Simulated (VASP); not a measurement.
Here is a VASP 6.6.1 calculation.

The input INCAR:

```
SYSTEM = Nb
ALGO = Normal
EDIFF = 1E-6
ENCUT = 380
GGA_COMPAT = .False.
ISIF = 2
ISMEAR = 2
KPAR = 2
LASPH = .True.
LCHARG = .False.
LMIXTAU = .True.
LREAL = .False.
LWAVE = .False.
METAGGA = LAK
NBANDS = 16
NELM = 120
PREC = Accurate
SIGMA = 0.1
```

Contents of KPOINTS:

```
Automatic mesh
0
Gamma
  15 15 15
  0 0 0
```

File POSCAR:

```
Nb
1.0
   -1.6639500000      1.6639500000      1.6805895000
    1.6639500000     -1.6639500000      1.6805895000
    1.6639500000      1.6639500000     -1.6805895000
Nb
1
Direct
    0.0000000000      0.0000000000      0.0000000000
```

Potentials or basis: VASP PAW PBE potentials, release 64 (Nb_sv).

Command:

```sh
$ cat potpaw_PBE.64/Nb_sv/POTCAR > POTCAR
$ mpirun -np 2 vasp_std > vasp.out
```

Problem. Predict the band gap on the k mesh.

Solution. Zero (an odd number of electrons rules out a gap without spin polarisation).

Problem. What does it give for the pressure?

Solution. 3.4 GPa.

Stress tensor (GPa, compression positive):
```
3.85 0.00 0.00
0.00 3.85 0.00
0.00 0.00 2.49
```

Caveat: the cell differs from its parent crystal (cell strained by +1.0% along z); the cell stands under pressure; the PAW data sets were made with another functional, which shifts forces and pressure a little.
